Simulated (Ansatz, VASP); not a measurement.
**Two plane-wave programs on GaP**

```
CELL_PARAMETERS angstrom
0.00000 2.75330 2.75330
2.75330 0.00000 2.75330
2.75330 2.75330 0.00000
ATOMIC_POSITIONS crystal
Ga 0.00000 0.00000 0.00000
P 0.25000 0.25000 0.25000
```

Alike in both runs: task single point; functional PBE; k mesh 8 × 8 × 8; occupations gaussian, width 0.02 eV; no spin polarisation.

|  | VASP | Ansatz |
| --- | --- | --- |
| version | VASP 6.6.1 | Ansatz 0.2.0 |
| potentials or method | VASP PAW PBE potentials, release 64 (Ga_d, P), cutoff 500 eV | scalar-relativistic, plane waves, PAW |
| valence electrons in the cell | 18 | 18 |

```tsv
	VASP	Ansatz	Ansatz less VASP
gap on the k mesh at the Fermi level (eV)	1.57	1.58	+0.004
least direct gap on the mesh (eV)	1.57	1.58	+0.004
pressure (GPa)	-0.1	0.0	+0.10
```

The functional is the same, so the differences come from potentials, cutoffs and numerics.
